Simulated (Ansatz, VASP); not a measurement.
# One calculation of LiTlSe2, two programs

The input INCAR:

```
  ALGO = Normal
  EDIFF = 1E-6
  ENCUT = 750
  GGA = PE
  GGA_COMPAT = False
  ISIF = 2
  ISMEAR = 0
  LASPH = True
  LCHARG = False
  LREAL = False
  LWAVE = False
  NBANDS = 22
  NELM = 120
  PREC = Accurate
  SIGMA = 0.01
```

The input KPOINTS:

```
k-points
0
Gamma
  6 6 4
```

Contents of POSCAR:

```
LiTlSe2
1.0
    4.2741502572      0.0000000000      0.0000000000
    0.0000000000      4.2741502572      0.0000000000
    0.0000000000      0.0000000000      5.9525067764
Li Se Tl
1 2 1
Direct
    0.0000000000      0.0000000000      0.0000000000
    0.0000000000      0.5000000000      0.2268148555
    0.5000000000      0.0000000000      0.7731851445
    0.5000000000      0.5000000000      0.5000000000
```

Input for Ansatz:

```yaml
crystal:
  lattice:
    - [4.2741502572, 0.0, 0.0]
    - [0.0, 4.2741502572, 0.0]
    - [0.0, 0.0, 5.9525067764]
  atoms:
    - { symbol: Li, position: [0.0, 0.0, 0.0] }
    - { symbol: Se, position: [0.0, 0.5, 0.2268148555] }
    - { symbol: Tl, position: [0.5, 0.5, 0.5] }
    - { symbol: Se, position: [0.5, 0.0, 0.7731851445] }
kpoints:
  mp_grid: { grid: [6, 6, 4] }
hamiltonian:
  xc: pbe
scf:
  occupations: { method: fixed }
  n_extra_bands: 5
output:
  forces: true
  stress: true
  eigenvalues: true
```

Alike in both runs: task single point; functional PBE; k mesh 6 × 6 × 4; no spin polarisation.

|  | VASP | Ansatz |
| --- | --- | --- |
| version | VASP 6.6.1 | Ansatz 0.2.0 |
| potentials or method | VASP PAW PBE potentials, release 64 (Li_sv, Se, Tl_d) | plane waves, PAW |
| plane-wave cutoff (eV) | 750 | 420 |
| occupations | gaussian, width 0.01 eV | fixed |
| valence electrons in the cell | 28 | 48 |

VASP gave:

| Item | Value |
| --- | --- |
| gap on the k mesh at the Fermi level (eV) | 0.41 |
| pressure (GPa) | 1.2 |
| rms of the force components (eV/Å) | 0.051 |

**Question.** Estimate Ansatz's values.

**Answer.** gap on the k mesh at the Fermi level (eV): 0.42; pressure (GPa): 1.2; rms of the force components (eV/Å): 0.048.

VASP's potentials hold 28 valence electrons a cell and Ansatz's 48, so a difference there can come from the potentials and not from the codes.

Neither program's run includes spin-orbit coupling.
